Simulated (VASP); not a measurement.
## SiC3: single point with PBE

SiC3:

```
Si C
1.0
     5.60997    0.00000    0.00000
     0.00000    5.60997    0.00000
     0.00000    0.00000    3.05623
Si C
1 3
Direct
  0.00000 0.00000 0.00000
  0.50000 0.50000 0.21344
  0.00000 0.00000 0.50000
  0.50000 0.50000 0.78656
```

```
Program             : VASP 6.6.1
Task                : single point
Functional          : PBE
Potentials or basis : VASP PAW PBE potentials, release 64 (Si, C)
Cutoff              : 520 eV
k mesh              : 6 × 6 × 10
Occupations         : gaussian, width 0.02 eV
Spin                : no spin polarisation
```

- Pressure: 0.0 GPa
- Largest force: 0.069 eV/Å
- Band gap on the k mesh: 1.15 eV (least direct gap 1.54 eV)

Forces in eV/Å, atoms in the order of the input:
```
Si   0.000  0.000  0.000
C    0.000  0.000  0.069
C    0.000  0.000  0.000
C    0.000  0.000 -0.069
```

Levels at points of the mesh, in eV from the valence-band top:
| k point | band 6 | band 7 | band 8 | band 9 | band 10 | band 11 |
| --- | --- | --- | --- | --- | --- | --- |
| (0.00, 0.00, 0.00) | -3.62 | -2.13 | -2.13 | 1.15 | 2.94 | 5.63 |
| (0.50, 0.00, 0.00) | -3.62 | -2.41 | -2.28 | 1.15 | 3.71 | 6.24 |
| (0.50, 0.50, 0.00) | -3.62 | -2.13 | -2.13 | 1.16 | 3.85 | 6.56 |
| (0.00, 0.00, 0.50) | -1.52 | -0.06 | -0.06 | 1.72 | 1.72 | 2.88 |
| (0.50, 0.00, 0.50) | -1.50 | -0.06 | 0.00 | 1.54 | 1.62 | 2.44 |
| (0.50, 0.50, 0.50) | -1.58 | -0.17 | -0.17 | 1.72 | 1.72 | 2.72 |

It took 2.2 min on 1 thread of Intel Xeon 8259CL, on a shared host, peak memory 0.24 GiB.

A k mesh can miss the band edges.
